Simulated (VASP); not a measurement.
NaB7P8 (a cell with a defect): single point with PBEsol

The system is NaB7P8 (a cell with a defect).

```
B P Na
1.0
     9.04038    0.00000    0.00000
     0.00000    4.52019    0.00000
     0.00000    0.00000    4.52019
B P Na
7 8 1
Cartesian
  8.9893 0.0702 0.1025
  4.5504 0.0442 0.0570
  2.2874 2.3034 0.0390
  6.7924 2.3103 0.0372
  2.3008 0.0594 2.2844
  6.8490 0.0222 2.2292
  8.8666 2.3088 2.2556
  1.1971 1.1772 1.0863
  5.6392 1.2201 1.0925
  3.3118 3.2451 1.0318
  7.8132 3.2153 1.1558
  3.3312 1.0916 3.4595
  7.9229 1.1962 3.3166
  1.0373 3.3991 3.3362
  5.5515 3.3641 3.4482
  4.4148 2.2203 2.2325
```

| Item | Value |
| --- | --- |
| Program | VASP 6.6.1 |
| Task | single point |
| Functional | PBEsol |
| Potentials or basis | VASP PAW PBE potentials, release 64 (B, P, Na_pv) |
| Cutoff | 520 eV |
| k mesh | 2 × 2 × 2, shifted |
| Occupations | fermi-dirac, width 0.05 eV |
| Spin | no spin polarisation |
| Dipole correction | no |
| Charge | -2 |
| Further INCAR settings | LREAL = Auto; ALGO = Normal; EDIFF = 1e-06; NBANDS = 48; NELECT = 70.0 |

* Largest force: 9.381 eV/Å

Forces in eV/Å, atoms in the order of the input:
```
B    0.324 -1.244 -1.627
B   -0.912 -0.847 -0.327
B   -3.282 -1.711 -3.656
B   -1.655 -1.748 -2.780
B   -1.484 -1.623 -0.966
B   -1.747 -0.487  0.188
B    4.131 -0.930  0.155
P   -1.545 -0.149  1.736
P    6.117 -5.316 -3.453
P   -2.394  8.839 -2.035
P    1.042  5.197 -0.095
P   -2.972 -3.980  4.806
P   -1.069 -1.840  2.258
P    0.047  0.984  0.444
P    5.172  4.865  3.265
Na   0.229 -0.008  2.087
```

Levels at points of the mesh, in eV from the Fermi level:
```tsv
k point	band 31	band 32	band 33	band 34	band 35	band 36	band 37	band 38	band 39	band 40
(0.25, 0.25, 0.25)	-3.25	-2.44	-2.16	-1.55	-0.39	0.54	1.04	1.26	1.45	1.71
```

Wall time 46 s on 1 thread of Intel(R) Xeon(R) Platinum 8488C (Sapphire Rapids), on a shared host, peak memory 0.27 GiB.

Caveat: the k points lie up to 0.70 Å⁻¹ apart; the cell carries a net charge on a neutralising background, which shifts energy and pressure; the cell is charged against a uniform background, so pressure and absolute levels hang on convention; the PAW data sets were made with another functional, which shifts forces and pressure a little.
